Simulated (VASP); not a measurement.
Zr, 2 atoms in the cell. The structure is hexagonal, space group P6_3/mmc (No. 194). Conventional cell: a = 3.232 Å, b = 3.232 Å, c = 5.147 Å, α = 90.00°, β = 90.00°, γ = 120.00°. Zr (site symmetry -6m2) has 12 Zr at 3.18 to 3.23 Å within 4.2 Å. 

| Item | Value |
| --- | --- |
| Program | VASP 6.6.1 |
| Task | single point |
| Functional | b88 exchange, pbe correlation |
| Potentials or basis | VASP PAW PBE potentials, release 64 (Zr_sv) |
| Cutoff | 500 eV |
| k mesh | 9 × 9 × 5 |
| Occupations | fermi-dirac, width 0.05 eV |
| Spin | no spin polarisation |
| Dipole correction | no |
| Further INCAR settings | ALGO = Normal; EDIFF = 1e-06; NBANDS = 19 |

Potentials or basis: VASP PAW PBE potentials, release 64 (Zr_sv).

Run with:

```bash
$ cat potpaw_PBE.64/Zr_sv/POTCAR > POTCAR
$ mpirun -np 1 vasp_std > vasp.out
```

Hardware: 1 thread of AMD EPYC 7571, with other jobs on the host.

Task: Estimate the wall time of this run.

Result: Run time: 58 s on 1 thread of AMD EPYC 7571, with other jobs on the host, peak memory 0.13 GiB. Counts: scf iterations 12, k points 36.
